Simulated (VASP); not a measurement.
The system is Ba.

```
Ba
1.0
     0.00000    3.14980    3.14980
     3.14980    0.00000    3.14980
     3.14980    3.14980    0.00000
Ba
1
Cartesian
  0.0000 0.0000 0.0000
```

This isn't the form of Ba at room conditions, which is bcc.

| Quantity | Value |
| --- | --- |
| Program | VASP 6.6.1 |
| Task | relaxation of cell and atoms |
| Functional | r2SCAN |
| Potentials or basis | VASP PAW PBE potentials, release 64 (Ba_sv) |
| Cutoff | 600 eV |
| k mesh | 9 × 9 × 9 |
| Occupations | fermi-dirac, width 0.1 eV |
| Spin | no spin polarisation |

At the start: pressure 0.6 GPa; volume 62.50 Å³/atom.

Problem. Where does the relaxation end?

Solution. Over 4 steps the energy falls by 9.6 meV/atom and the volume is 67.46 Å³/atom (+7.9 %); space group Fm-3m (No. 225, to 0.1 Å) before and after.

Step by step:
| step | energy change (eV) | largest force (eV/Å) | pressure (GPa) | volume (Å³) |
| --- | --- | --- | --- | --- |
| 1 | 0.0000 | 0.0000 | 0.65 | 62.50 |
| 2 | -0.0070 | 0.0000 | 0.32 | 64.82 |
| 3 | -0.0095 | 0.0000 | -0.05 | 67.88 |
| 4 | -0.0096 | 0.0000 | 0.00 | 67.46 |

Final structure:
```yaml
crystal:
  lattice:
    - [0.00000, 3.23099, 3.23099]
    - [3.23099, 0.00000, 3.23099]
    - [3.23099, 3.23099, 0.00000]
  atoms:
    - { symbol: Ba, position: [0.00000, 0.00000, 0.00000] }
```

Caveat: the PAW data sets were made with another functional, which shifts forces and pressure a little.
